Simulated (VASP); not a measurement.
Input of a VASP 6.6.1 run:

File INCAR:

```
SYSTEM = La3Hf
  PREC = Accurate
  ENCUT = 520
  EDIFF = 1E-6
  ISMEAR = -1
  SIGMA = 0.05
  LREAL = .False.
  LASPH = .True.
  NELM = 100
  ALGO = Fast
  ISIF = 2
  LWAVE = .False.
  LCHARG = .False.
  GGA = PE
  NBANDS = 30
```

Contents of KPOINTS:

```
regular mesh
0
Gamma
  5 5 5
  0 0 0
```

File POSCAR:

```
La3Hf
1.0
    5.1115229293      0.0000000000      0.0000000000
    0.0000000000      5.1115229293      0.0000000000
    0.0000000000      0.0000000000      5.1115229293
Hf La
1 3
Direct
    0.0000000000      0.0000000000      0.0000000000
    0.5000000000      0.5000000000      0.0000000000
    0.5000000000      0.0000000000      0.5000000000
    0.0000000000      0.5000000000      0.5000000000
```

Potentials or basis: VASP PAW PBE potentials, release 64 (Hf_pv, La).

Launch:

```console
$ cat potpaw_PBE.64/Hf_pv/POTCAR potpaw_PBE.64/La/POTCAR > POTCAR
$ mpirun -np 1 vasp_std > vasp.out
```

Problem. Estimate the pressure.

Solution. -1.5 GPa.

Problem. What does it give for the band gap on the k mesh?

Solution. Zero (an odd number of electrons rules out a gap without spin polarisation).

Caveat: spin-orbit coupling is left out, which moves the levels of the heavy elements.
